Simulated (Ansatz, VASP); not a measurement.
**Two plane-wave programs on TiAl3**

```
Ti Al
1.0
    -3.94796    0.00000    0.00000
     0.00000    3.94796    3.94796
     0.00000    3.94796   -3.94796
Ti Al
2 6
Cartesian
  0.0000 0.0000 0.0000
  0.0000 3.9480 0.0000
  -1.9740 5.9219 -0.1464
  -1.9740 1.9740 0.1464
  -1.9740 3.8016 1.9740
  -1.9740 4.0944 -1.9740
  -3.9480 1.9740 1.9740
  -3.9480 1.9740 -1.9740
```

Change from the starting cell: mode 4 frozen in at +0.000 Å and mode 18 at -0.146 Å (largest displacements).

Alike in both runs: task single point; functional PBEsol; k mesh 10 × 8 × 8; occupations gaussian, width 0.15 eV; no spin polarisation.

```csv
,VASP,Ansatz
version,VASP 6.6.1,Ansatz 0.2.0
potentials or method,"VASP PAW PBE potentials, release 64 (Ti_sv, Al), cutoff 520 eV","scalar-relativistic, plane waves, PAW"
valence electrons in the cell,42,42
```

```tsv
	VASP	Ansatz	Ansatz less VASP
gap on the k mesh at the Fermi level (eV)	none	none	-
pressure (GPa)	1.7	1.5	-0.14
traceless stress, the component that is largest in VASP (GPa)	-0.87	-0.86	+0.005
rms of the force components (eV/Å)	0.559	0.555	-0.0038
```

VASP's potentials were made for PBE, not for PBEsol, and Ansatz warns of the same on its side. Atom by atom the forces differ by 0.004 eV/Å (rms over components). A gap of «none» marks a metal or a gap that the smearing closes.
